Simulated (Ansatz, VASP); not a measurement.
**InSb: VASP beside Ansatz**

The input INCAR:

```
SYSTEM = InSb
  ALGO = Normal
  EDIFF = 1E-6
  ENCUT = 520
  ISIF = 2
  ISMEAR = -1
  LASPH = .True.
  LCHARG = .False.
  LREAL = .False.
  LWAVE = .False.
  NBANDS = 16
  NELM = 80
  PREC = Accurate
  SIGMA = 0.03
```

The input KPOINTS:

```
k-points
0
Gamma
  10 10 10
  0 0 0
```

File POSCAR:

```
InSb
1.0
    0.0000000000      3.2498612086      3.2498612086
    3.2498612086      0.0000000000      3.2498612086
    3.2498612086      3.2498612086      0.0000000000
In Sb
1 1
Direct
    0.0000000000      0.0000000000      0.0000000000
    0.7500000000      0.7500000000      0.7500000000
```

Input for Ansatz:

```yaml
crystal:
  lattice:
    - [0.0, 3.2498612086, 3.2498612086]
    - [3.2498612086, 0.0, 3.2498612086]
    - [3.2498612086, 3.2498612086, 0.0]
  atoms:
    - { symbol: In, position: [0.0, 0.0, 0.0] }
    - { symbol: Sb, position: [0.75, 0.75, 0.75] }
kpoints:
  mp_grid: { grid: [10, 10, 10] }
  band_path:
    path:
      - [0.0, 0.0, 0.0]
      - [-0.5, -0.5, 0.0]
      - [-0.375, -0.375, 0.25]
      - [-0.375, 0.0, 0.375]
      - [0.0, 0.0, 0.0]
      - [0.0, 0.0, 0.5]
      - [-0.5, -0.25, 0.25]
      - [-0.5, -0.5, 0.0]
    npoints: 5
scf:
  occupations: { method: fermi_dirac, width: 0.03 }
hamiltonian:
  xc: lda
  pseudopotentials: { kind: all_electron, lapw: { basis_error: 0.00025 } }
output:
  forces: true
  stress: true
  eigenvalues: true
```

Change from the starting cell: volume scaled by 1.01.

Alike in both runs: task single point; functional LDA; k mesh 10 × 10 × 10; occupations fermi-dirac, width 0.03 eV; no spin polarisation.

|  | VASP | Ansatz |
| --- | --- | --- |
| version | VASP 6.6.1 | Ansatz 0.2.0 |
| potentials or method | VASP PAW LDA potentials, release 64 (In_d, Sb), cutoff 520 eV | all-electron LAPW, scalar-relativistic |

Ansatz gave:

```
pressure (GPa) : -1.0
```

Task: Which values does VASP return?

Result: Pressure (GPa): -0.9.

LDA's correlation is that of Perdew and Zunger in VASP and of Perdew and Wang (1992) in Ansatz. Ansatz ran all-electron here, and VASP with PAW potentials.

Neither program's run includes spin-orbit coupling.
